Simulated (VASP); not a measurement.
Input of a VASP 6.6.1 run:

File INCAR:

```
SYSTEM = CoO
PREC = Accurate ; ENCUT = 520
EDIFF = 1E-6 ; ISMEAR = 0
SIGMA = 0.1 ; LREAL = .False.
LASPH = .True. ; NELM = 150
ALGO = Normal ; ISIF = 2
LWAVE = .False. ; LCHARG = .False.
ISPIN = 2 ; MAGMOM = 2.73 0.35
LORBIT = 11 ; LMAXMIX = 4
GGA = PE ; NBANDS = 18
```

Contents of KPOINTS:

```
regular mesh
0
Gamma
  20 20 20
  0 0 0
```

Contents of POSCAR:

```
CoO
1.0
   -1.5208330800      1.5208330800      2.0935715012
    1.5208330800     -1.5208330800      2.0935715012
    1.5208330800      1.5208330800     -2.0935715012
Co O
1 1
Direct
    0.0000000000      0.0000000000      0.0000000000
    0.5000000000      0.5000000000      0.0000000000
```

Potentials or basis: VASP PAW PBE potentials, release 64 (Co, O).

Command:

```sh
$ cat potpaw_PBE.64/Co/POTCAR potpaw_PBE.64/O/POTCAR > POTCAR
$ mpirun -np 1 vasp_std > vasp.out
```

What does it give for the net moment?

2.90 μB per cell.

Estimate the pressure.

-2.3 GPa.

Estimate the site moments.

Co +2.56; O +0.30 μB.

Caveat: the cell differs from its parent crystal (strained); a cell with one magnetic atom can't hold antiferromagnetic order, which such compounds often take.
